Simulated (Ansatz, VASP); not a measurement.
# CdTe in VASP and in Ansatz

Contents of INCAR:

```
ALGO = Normal ; EDIFF = 1E-6
ENCUT = 520 ; GGA = PE
ISIF = 2 ; ISMEAR = 0
LASPH = T ; LCHARG = F
LREAL = F ; LWAVE = F
NBANDS = 16 ; NELM = 80
PREC = Accurate ; SIGMA = 0.014
```

The input KPOINTS:

```
k-points
0
Gamma
  7 7 7
```

POSCAR

```
CdTe
1.0
    0.0000000000      3.2050000000      3.2050000000
    3.2050000000      0.0000000000      3.2050000000
    3.2050000000      3.2050000000      0.0000000000
Te Cd
1 1
Direct
    0.7500000000      0.7500000000      0.7500000000
    0.0000000000      0.0000000000      0.0000000000
```

Contents of input.yaml:

```yaml
crystal:
  lattice:
    - [0.0, 3.205, 3.205]
    - [3.205, 0.0, 3.205]
    - [3.205, 3.205, 0.0]
  atoms:
    - { symbol: Te, position: [0.75, 0.75, 0.75] }
    - { symbol: Cd, position: [0.0, 0.0, 0.0] }
kpoints:
  mp_grid: { grid: [7, 7, 7] }
scf:
  occupations: { method: gaussian, width: 0.014 }
hamiltonian:
  xc: pbe
  pseudopotentials: { kind: all_electron, lapw: { basis_error: 0.001 } }
output:
  forces: true
  stress: true
  eigenvalues: true
```

Alike in both runs: task single point; functional PBE; k mesh 7 × 7 × 7; occupations gaussian, width 0.014 eV; no spin polarisation.

|  | VASP | Ansatz |
| --- | --- | --- |
| version | VASP 6.6.1 | Ansatz 0.2.0 |
| potentials or method | VASP PAW PBE potentials, release 64 (Te, Cd), cutoff 520 eV | all-electron LAPW, scalar-relativistic |

Ansatz gave:

| Property | Result |
| --- | --- |
| gap on the k mesh at the Fermi level (eV) | 0.87 |
| least direct gap on the mesh (eV) | 0.87 |
| pressure (GPa) | 4.3 |

**Question.** What did VASP give for the same quantities?

**Answer.** gap on the k mesh at the Fermi level (eV): 0.87; least direct gap on the mesh (eV): 0.87; pressure (GPa): 4.4.

Ansatz ran all-electron here, and VASP with PAW potentials.

Neither program's run includes spin-orbit coupling.
